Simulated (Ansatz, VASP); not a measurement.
**One calculation of FeCu, two programs**

The input INCAR:

```
PREC     = Accurate       # precision mode
ENCUT    = 520            # plane-wave cutoff, eV
EDIFF    = 1E-6           # SCF threshold, eV
ISMEAR   = -1             # smearing method
SIGMA    = 0.03           # smearing width, eV
LREAL    = False          # projectors in reciprocal space
LASPH    = True           # aspherical terms in the spheres
NELM     = 150            # most SCF steps
ALGO     = Normal         # electronic algorithm
ISIF     = 2              # what is computed and relaxed
LWAVE    = False          # write WAVECAR
LCHARG   = True           # write CHGCAR
ISPIN    = 2              # spin polarisation
MAGMOM   = 3 0            # initial moments
LORBIT   = 11             # projections on sites
LMAXMIX  = 4              # l up to which the mixer works
GGA      = PE             # functional
LELF     = True           # ELF
LVHAR    = True         
NBANDS   = 20             # bands
```

Contents of KPOINTS:

```
Automatic mesh
0
Gamma
  12 12 7
```

The input POSCAR:

```
FeCu
1.0
    1.4618544209     -2.0205288752      0.0000000000
    1.4618544209      2.0205288752      0.0000000000
    0.0000000000      0.0000000000      4.2059853380
Fe Cu
1 1
Direct
    0.0000000000      0.0000000000      0.0000000000
    0.5000000000      0.5000000000      0.5000000000
```

Input for Ansatz:

```yaml
crystal:
  lattice:
    - [1.4618544209, -2.0205288752, 0.0]
    - [1.4618544209, 2.0205288752, 0.0]
    - [0.0, 0.0, 4.205985338]
  atoms:
    - { symbol: Fe, position: [0.0, 0.0, 0.0], spin: 3.0 }
    - { symbol: Cu, position: [0.5, 0.5, 0.5] }
magnetization:
  spin_polarized: true
kpoints:
  mp_grid: { grid: [12, 12, 7] }
scf:
  occupations: { method: fermi_dirac, width: 0.03 }
hamiltonian:
  xc: pbe
  pseudopotentials: { kind: paw }
output:
  forces: true
  stress: true
  eigenvalues: true
  populations: true
```

Change from the starting cell: volume scaled by 1.05, PAW files.

Alike in both runs: task single point; functional PBE; k mesh 12 × 12 × 7; occupations fermi-dirac, width 0.03 eV; collinear spin.

```csv
,VASP,Ansatz
version,VASP 6.6.1,Ansatz 0.2.0
potentials or method,"VASP PAW PBE potentials, release 64 (Fe, Cu)","PAW with Ansatz's default frozen-core files, scalar-relativistic"
plane-wave cutoff (eV),520,420
valence electrons in the cell,19,35
```

```tsv
	VASP	Ansatz	Ansatz less VASP
pressure (GPa)	-5.2	-5.4	-0.17
traceless stress, the component that is largest in VASP (GPa)	0.38	0.10	-0.281
net moment per atom (μB)	1.33	1.34	+0.007
size of the moment on the site where the two differ most (μB)	0.06	0.08	+0.024
```

Site moments also hang on the region over which each program counts them. The functional is the same, so the differences come from potentials, cutoffs and numerics. VASP's potentials hold 19 valence electrons a cell and Ansatz's 35, so a difference there can come from the potentials and not from the codes.
